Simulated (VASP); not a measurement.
Pd:

```xyz
1
Lattice="-1.5437 1.5437 1.5437 1.5437 -1.5437 1.5437 1.5437 1.5437 -1.5437" Properties=species:S:1:pos:R:3 pbc="T T T"
Pd    0.0000    0.0000    0.0000
```

This isn't the form of Pd at room conditions, which is fcc.

| Item | Value |
| --- | --- |
| Program | VASP 6.6.1 |
| Task | relaxation of cell and atoms |
| Functional | r2SCAN |
| Potentials or basis | VASP PAW PBE potentials, release 64 (Pd) |
| Cutoff | 600 eV |
| k mesh | 14 × 14 × 14 |
| Occupations | fermi-dirac, width 0.1 eV |
| Spin | no spin polarisation |

At the start: pressure 5.2 GPa; volume 14.71 Å³/atom.

**Question.** Where does the relaxation end?

**Answer.** Over 3 steps the energy falls by 6.3 meV/atom and the volume is 15.12 Å³/atom (+2.8 %); space group Im-3m (No. 229, to 0.1 Å) before and after.

The path:
```
step  energy change (eV)  largest force (eV/Å)  pressure (GPa)  volume (Å³)
   1              0.0000                0.0000            5.23        14.71
   2              0.0078                0.0000           -6.68        15.76
   3             -0.0063                0.0000           -0.01        15.12
```

Final structure:
```cif
data_structure
_symmetry_space_group_name_H-M 'P 1'
_symmetry_Int_Tables_number 1
_cell_length_a 2.6980
_cell_length_b 2.6980
_cell_length_c 2.6980
_cell_angle_alpha 109.471
_cell_angle_beta 109.471
_cell_angle_gamma 109.471
_cell_volume 15.12
loop_
_atom_site_label
_atom_site_type_symbol
_atom_site_fract_x
_atom_site_fract_y
_atom_site_fract_z
_atom_site_occupancy
Pd1 Pd 0.00000 0.00000 0.00000 1
```

Caveat: the PAW data sets were made with another functional, which shifts forces and pressure a little.
